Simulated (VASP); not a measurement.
**Na: single point with PBE**

The system is Na.

```
Na
1.0
    -2.17935    2.17935    2.17935
     2.17935   -2.17935    2.17935
     2.17935    2.17935   -2.17935
Na
1
Direct
  0.00000 0.00000 0.00000
```

```json
{
  "Program": "VASP 6.6.1",
  "Task": "single point",
  "Functional": "PBE",
  "Potentials or basis": "VASP PAW PBE potentials, release 64 (Na_pv)",
  "Cutoff": "520 eV",
  "k mesh": "17 × 17 × 17",
  "Occupations": "fermi-dirac, width 0.1 eV",
  "Spin": "no spin polarisation",
  "Dipole correction": "no",
  "Further INCAR settings": "ALGO = Normal; EDIFF = 1e-06; NBANDS = 10"
}
```

The pressure is -0.7 GPa. The band gap on the k mesh is zero (an odd number of electrons rules out a gap without spin polarisation).

Levels at points of the mesh, in eV from the Fermi level:
```
           k point  band 2  band 3  band 4  band 5  band 6  band 7
(0.00, 0.00, 0.00)  -25.00  -25.00   -3.06   11.03   11.03   11.03
```

Wall time 51 s on 1 thread of Intel Xeon 8259CL (shared host), peak memory 0.19 GiB.
